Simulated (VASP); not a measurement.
# Si7Ge (P-42m) in VASP: a series of runs, part 3 of 3

VASP 6.6.1. Earlier steps stand in the parts before.

**5. Single point, PBEsol (strain +0.0500 x Voigt [0, 1, 0, 0, 0, 0])**

INCAR reads:

```
ALGO = Normal
EDIFF = 1E-6
ENCUT = 520
GGA = PS
ISIF = 2
ISMEAR = 0
LASPH = True
LCHARG = True
LELF = True
LREAL = False
LVHAR = True
LWAVE = False
NBANDS = 31
NELM = 80
PREC = Accurate
SIGMA = 0.03
```

KPOINTS reads:

```
k-points
0
Gamma
  6 6 6
```

POSCAR reads:

```
Si7Ge
1.0
    5.4591768144      0.0000000000      0.0000000000
    0.0000000000      5.7321356551      0.0000000000
    0.0000000000      0.0000000000      5.4591768144
Si Ge
7 1
Direct
    0.2525976817      0.2525976817      0.2525976817
    0.0000000000      0.5000000000      0.5000000000
    0.5000000000      0.5000000000      0.0000000000
    0.5000000000      0.0000000000      0.5000000000
    0.7474023183      0.2525976817      0.7474023183
    0.7474023183      0.7474023183      0.2525976817
    0.2525976817      0.7474023183      0.7474023183
    0.0000000000      0.0000000000      0.0000000000
```

Potentials or basis: VASP PAW PBE potentials, release 64 (Si, Ge_d).

The run is started by

```sh
$ cat potpaw_PBE.64/Si/POTCAR potpaw_PBE.64/Ge_d/POTCAR > POTCAR
$ mpirun -np 1 vasp_std > vasp.out
```

OUTCAR:

```text
EDIFF = 1E-6
   ENCUT = 520
   GGA = PS
   ISIF = 2
   ISMEAR = 0
   LASPH = True
   LREAL = False
   NELM = 80
   PREC = Accurate

 ion  position               nearest neighbor table
   1  0.253  0.253  0.253-   2 2.40   3 2.40   4 2.40   8 2.43
   2  0.000  0.500  0.500-   1 2.40   5 2.40   6 2.40   7 2.40
   3  0.500  0.500  0.000-   1 2.40   5 2.40   6 2.40   7 2.40
   4  0.500  0.000  0.500-   1 2.40   5 2.40   6 2.40   7 2.40
   5  0.747  0.253  0.747-   2 2.40   3 2.40   4 2.40   8 2.43
   6  0.747  0.747  0.253-   2 2.40   3 2.40   4 2.40   8 2.43
   7  0.253  0.747  0.747-   2 2.40   3 2.40   4 2.40   8 2.43
   8  0.000  0.000  0.000-   1 2.43   5 2.43   6 2.43   7 2.43

  LATTYP: Found a simple tetragonal cell.
 ALAT       =     5.4591768144
 C/A-ratio  =     1.0500000000

  Lattice vectors:

 A1 = (  -5.4591768144,   0.0000000000,   0.0000000000)
 A2 = (   0.0000000000,   0.0000000000,   5.4591768144)
 A3 = (   0.0000000000,   5.7321356551,   0.0000000000)

[... 191 lines left out ...]
 fundamental gap:      0.2029970864
 Fermi energy:         5.4001398310

 k-point     1 :       0.0000    0.0000    0.0000
  band No.  band energies     occupation
      1     -18.9119      2.00000
      2     -18.9104      2.00000
      3     -18.9104      2.00000
      4     -18.8910      2.00000
      5     -18.8862      2.00000
      6      -6.5896      2.00000
[... 805 lines left out ...]
     30       9.5940      0.00000
     31      10.1289      0.00000

 [... further k-points ...]

------------------------ aborting loop because EDIFF is reached ----------------------------------------

  FORCE on cell =-STRESS in cart. coord.  units (eV):
  Direction    XX          YY          ZZ          XY          YZ          ZX
  --------------------------------------------------------------------------------------
  -------------------------------------------------------------------------------------
  Total       -2.5338723     -7.6348120     -2.5338723     -0.0000000      0.0000000      0.0000000
  in kB      -23.7642730    -71.6041426    -23.7642730     -0.0000000      0.0000000      0.0000000
  external PRESSURE =     -39.7108962 kB  Pullay stress =       0.0000000 kB

 VOLUME and BASIS-vectors are now :
 -----------------------------------------------------------------------------
  energy-cutoff  :      520.00
  volume of cell :      170.83
      direct lattice vectors                 reciprocal lattice vectors
     5.459176814  0.000000000  0.000000000     0.183177800  0.000000000  0.000000000
     0.000000000  5.732135655  0.000000000     0.000000000  0.174455048  0.000000000
     0.000000000  0.000000000  5.459176814     0.000000000  0.000000000  0.183177800

 POSITION                                       TOTAL-FORCE (eV/Angst)
 -----------------------------------------------------------------------------------
      1.37898      1.44792      1.37898         0.005155     -0.009279      0.005155
      0.00000      2.86607      2.72959         0.000000      0.000000      0.000000
      2.72959      2.86607      0.00000         0.000000      0.000000      0.000000
      2.72959      0.00000      2.72959         0.000000      0.000000      0.000000
      4.08020      1.44792      4.08020        -0.005155     -0.009279     -0.005155
      4.08020      4.28421      1.37898        -0.005155      0.009279      0.005155
      1.37898      4.28421      4.08020         0.005155      0.009279     -0.005155
      0.00000      0.00000      0.00000         0.000000      0.000000      0.000000
 -----------------------------------------------------------------------------------
    total drift:                                0.000000      0.000000     -0.000000

  FREE ENERGIE OF THE ION-ELECTRON SYSTEM (eV)
  ---------------------------------------------------
  free  energy   TOTEN  =       -44.9453938610 eV

  energy  without entropy=      -44.9453938586  energy(sigma->0) =      -44.94539386
```

Wall time 4.3 min (1 thread of Intel Xeon 8259CL, shared host); peak memory 0.38 GiB.

What came out:

```
Free energy            : -44.9454 eV
Pressure               : -4.0 GPa
Largest force          : 0.012 eV/Å
Band gap on the k mesh : 0.20 eV
```

Forces on the atoms (eV/Å):
```
Si   0.005 -0.009  0.005
Si   0.000  0.000  0.000
Si   0.000  0.000  0.000
Si   0.000  0.000  0.000
Si  -0.005 -0.009 -0.005
Si  -0.005  0.009  0.005
Si   0.005  0.009 -0.005
Ge   0.000  0.000  0.000
```

Caveat: the cell differs from its parent crystal (strain +0.0500 x Voigt [0, 1, 0, 0, 0, 0]); the cell stands under tension; the PAW data sets were made with another functional, which shifts forces and pressure a little. A k mesh can miss the band edges.

**6. Overview**

| cell | gap on the mesh (eV) | pressure (GPa) | largest force (eV/Å) |
| --- | --- | --- | --- |
| a = 5.459, b = 4.913 Å, 8 atoms | none | 11.3 | 0.05 |
| a = 5.459, b = 5.050 Å, 8 atoms | none | 8.1 | 0.03 |
| a = 5.459, b = 5.186 Å, 8 atoms | none | 5.1 | 0.02 |
| a = 5.459, b = 5.732 Å, 8 atoms | 0.20 | -4.0 | 0.01 |

Alike in all rows: task single point; level PBEsol; potentials or basis VASP PAW PBE potentials, release 64 (Si, Ge_d); no spin polarisation; k mesh 6 × 6 × 6; cutoff (eV) 520; smearing gaussian 0.03 eV.

Caveats: the PAW data sets were made with another functional, which shifts forces and pressure a little; the cell stands under pressure (at least some runs); semilocal functionals underestimate gaps, so a narrow gap can read as zero (at least some runs); the cell stands under tension (at least some runs).

Absolute energies hang on the potentials; compare differences alone.
